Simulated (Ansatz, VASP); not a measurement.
## TiO2: VASP beside Ansatz

```
CELL_PARAMETERS angstrom
4.82600 0.00000 0.00000
0.00000 4.82600 0.00000
0.00000 0.00000 3.24689
ATOMIC_POSITIONS crystal
Ti 0.00000 0.00000 0.00000
Ti 0.50000 0.50000 0.50000
O 0.30565 0.30565 0.00000
O 0.19435 0.80565 0.50000
O 0.69435 0.69435 0.00000
O 0.80565 0.19435 0.50000
```

Change from the starting cell: strain +0.040 along x and y, +0.080 along z, atoms carried along.

Alike in both runs: task single point; functional PBE; k mesh 6 × 6 × 10; occupations gaussian, width 0.05 eV; no spin polarisation; Hubbard terms Ti d U = 4.0 eV.

|  | VASP | Ansatz |
| --- | --- | --- |
| version | VASP 6.6.1 | Ansatz 0.2.0 |
| potentials or method | VASP PAW PBE potentials, release 64 (Ti_sv, O), cutoff 520 eV | scalar-relativistic, plane waves, PAW |
| valence electrons in the cell | 48 | 48 |

|  | VASP | Ansatz | Ansatz less VASP |
| --- | --- | --- | --- |
| gap on the k mesh at the Fermi level (eV) | 1.86 | 1.84 | -0.025 |
| least direct gap on the mesh (eV) | 1.87 | 1.90 | +0.028 |
| pressure (GPa) | -23.6 | -25.5 | -1.90 |
| traceless stress, the component that is largest in VASP (GPa) | -8.53 | -8.24 | +0.296 |
| rms of the force components (eV/Å) | 0.146 | 0.179 | +0.0330 |

The programs project onto different local orbitals, so the same U acts differently, and such runs can settle in different states. Atom by atom the forces differ by 0.033 eV/Å (rms over components).
